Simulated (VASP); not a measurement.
## NbAg3: relaxation of cell and atoms with r2SCAN+U

Crystal: NbAg3.

```
Ag Nb
1.0
     0.00000    4.11779    0.00000
     4.11779    0.00000    0.00000
     2.05890    2.05890   -4.18108
Ag Nb
3 1
Direct
  0.75000 0.25000 0.50000
  0.25000 0.75000 0.50000
  0.50000 0.50000 0.00000
  0.00000 0.00000 0.00000
```

```json
{
 "Program": "VASP 6.6.1",
 "Task": "relaxation of cell and atoms",
 "Functional": "r2SCAN",
 "Potentials or basis": "VASP PAW PBE potentials, release 64 (Ag, Nb_sv)",
 "Cutoff": "600 eV",
 "k mesh": "5 × 5 × 5",
 "Occupations": "fermi-dirac, width 0.1 eV",
 "Spin": "no spin polarisation",
 "Hubbard terms": "Nb d U = 2.89 eV",
 "Dipole correction": "no",
 "Further INCAR settings": "ALGO = Normal; EDIFF = 1e-06; IBRION = 2; EDIFFG = -0.01; NSW = 60; ISIF = 3"
}
```

The relaxed volume is 17.41 Å³/atom. The relaxed cell is a = 4.576 Å, b = 4.576 Å, c = 4.640 Å, α = 60.46°, β = 60.46°, γ = 90.00°, the space group after relaxing (to 0.05 Å) is I4/mmm (No. 139) and the energy gained by relaxing is 48.5 meV/atom. The ionic steps are 12. The pressure after relaxing is 0.0 GPa and the band gap on the k mesh is zero (band 23 reaches 9.78 eV, above the bottom of band 24 at 8.98 eV).

Stress tensor (GPa, compression positive):
```
 0.01  0.00  0.00
 0.00  0.01  0.00
 0.00  0.00 -0.07
```

Step by step:
```tsv
step	energy change (eV)	largest force (eV/Å)	pressure (GPa)	volume (Å³)
1	0.0000	0.0000	-1.46	70.90
2	-0.0512	0.0000	1.51	69.23
3	-0.0612	0.0000	3.48	68.27
4	-0.0903	0.0000	2.54	68.65
5	-0.1430	0.0000	0.25	69.70
6	-0.1712	0.0000	-2.95	71.29
7	-0.1699	0.0000	-2.21	70.92
8	-0.1877	0.0000	-0.33	69.85
9	-0.1900	0.0000	0.56	69.38
10	-0.1900	0.0000	0.79	69.27
11	-0.1927	0.0000	0.39	69.44
12	-0.1941	0.0000	-0.01	69.63
```

Final structure:
```yaml
crystal:
  lattice:
    - [0.00000, 4.57575, 0.00000]
    - [4.57575, 0.00000, 0.00000]
    - [2.28787, 2.28787, -3.32550]
  atoms:
    - { symbol: Ag, position: [0.75000, 0.25000, 0.50000] }
    - { symbol: Ag, position: [0.25000, 0.75000, 0.50000] }
    - { symbol: Ag, position: [0.50000, 0.50000, 0.00000] }
    - { symbol: Nb, position: [0.00000, 0.00000, 0.00000] }
```

Levels at points of the mesh, in eV from the Fermi level:
```csv
k point,band 19,band 20,band 21,band 22,band 23,band 24,band 25,band 26,band 27
"(0.00, 0.00, 0.00)",-4.05,-3.97,-0.31,-0.31,-0.29,1.50,1.53,5.14,5.99
```

Eigenvalues of the final occupation matrices:
| site | spin | trace | eigenvalues |
| --- | --- | --- | --- |
| site 4 d | 1 | 1.05 | 0.14 0.15 0.25 0.26 0.26 |
| site 4 d | 2 | 1.05 | 0.14 0.15 0.25 0.26 0.26 |

Wall time 28 min on 1 thread of Intel(R) Xeon(R) Platinum 8375C CPU @ 2.90GHz (Ice Lake) (shared host), peak memory 0.28 GiB.

Caveat: the PAW data sets were made with another functional, which shifts forces and pressure a little; U without spin polarisation on a metal has little footing; the U is typed as a test and isn't derived for this compound.
